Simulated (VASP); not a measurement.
Write the native input for VASP 6.6.1 that does the following.

- Task: relaxation of cell and atoms
- Functional: LDA
- Potentials or basis: VASP PAW LDA potentials, release 64 (Au)
- Cutoff: 600 eV
- k mesh: 18 × 18 × 18
- Occupations: gaussian, width 0.1 eV
- Spin: no spin polarisation
- Dipole correction: no
- Further INCAR settings: ALGO = Normal; EDIFF = 1e-07; IBRION = 2; EDIFFG = -0.005; NSW = 100; ISIF = 3

The structure of Au lies in POSCAR:

```
Au
1.0
    0.0000000000      2.0287962931      2.0287962931
    2.0287962931      0.0000000000      2.0287962931
    2.0287962931      2.0287962931      0.0000000000
Au
1
Direct
    0.0000000000      0.0000000000      0.0000000000
```

One way to write it, as run:

INCAR

```
SYSTEM = Au
PREC = Accurate ; ENCUT = 600
EDIFF = 1E-7 ; ISMEAR = 0
SIGMA = 0.1 ; LREAL = .False.
LASPH = .True. ; NELM = 60
ALGO = Normal ; ISIF = 3
LWAVE = .False. ; LCHARG = .False.
GGA = CA ; IBRION = 2
NSW = 100 ; EDIFFG = -0.005
```

KPOINTS

```
regular mesh
0
Gamma
  18 18 18
  0 0 0
```

Potentials or basis: VASP PAW LDA potentials, release 64 (Au).

Launch:

```console
$ cat potpaw_LDA.64/Au/POTCAR > POTCAR
$ mpirun -np 1 vasp_std > vasp.out
```

Results of the run:

```json
{"Relaxed volume": "16.64 Å³/atom", "Relaxed cell": "a = 2.866 Å, b = 2.866 Å, c = 2.866 Å, α = 60.00°, β = 60.00°, γ = 60.00°", "Space group after relaxing (to 0.05 Å)": "Fm-3m (No. 225)", "Energy gained by relaxing": "0.1 meV/atom", "Ionic steps": "3", "Pressure after relaxing": "0.0 GPa"}
```

Run time: 25 s on 1 thread of Intel(R) Xeon(R) Platinum 8559C (Emerald Rapids), with other jobs on the host, peak memory 0.16 GiB.
